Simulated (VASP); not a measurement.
Hf3N2: single point with PBEsol

The system is Hf3N2.

```xyz
5
Lattice="1.6016 0.9247 7.7309 -1.6016 0.9247 7.7309 0.0000 -1.8494 7.7309" Properties=species:S:1:pos:R:3 pbc="T T T"
Hf    0.0000    0.0000   18.0640
Hf    0.0000    0.0000    5.1289
Hf    0.0000    0.0000    0.0000
N     0.0000    0.0000   14.1758
N     0.0000    0.0000    9.0171
```

| Item | Value |
| --- | --- |
| Program | VASP 6.6.1 |
| Task | single point |
| Functional | PBEsol |
| Potentials or basis | VASP PAW PBE potentials, release 64 (Hf_pv, N) |
| Cutoff | 520 eV |
| k mesh | 12 × 12 × 12 |
| Occupations | gaussian, width 0.1 eV |
| Spin | no spin polarisation |

```json
{
 "Pressure": "-3.4 GPa",
 "Largest force": "0.075 eV/Å",
 "Band gap on the k mesh": "zero (bands 20 and 21 overlap by 1.04 eV)"
}
```

Forces in eV/Å, atoms in the order of the input:
```
Hf   0.000  0.000 -0.075
Hf   0.000  0.000  0.075
Hf   0.000  0.000  0.000
N    0.000  0.000  0.023
N    0.000  0.000 -0.023
```

Stress tensor (GPa, compression positive):
```
-3.47  0.00  0.00
 0.00 -3.47  0.00
 0.00  0.00 -3.26
```

Levels at points of the mesh, in eV from the Fermi level:
```
           k point  band 18  band 19  band 20  band 21  band 22  band 23
(0.00, 0.00, 0.00)    -3.01     0.40     0.54     0.75     0.75     1.90
(0.50, 0.00, 0.00)    -2.44    -0.92    -0.43    -0.36     2.87     3.35
(0.50, 0.50, 0.00)    -2.98    -0.86    -0.21     0.58     1.93     3.29
(0.50, 0.50, 0.50)    -1.70    -0.86     0.46     0.46     1.41     1.60
```

It took 20 min on 1 thread of AMD EPYC 9R45 96-Core Processor (Zen 5), on a shared host, peak memory 0.64 GiB.

Caveat: the cell stands under tension; the PAW data sets were made with another functional, which shifts forces and pressure a little; spin-orbit coupling is left out, which moves the levels of the heavy elements.
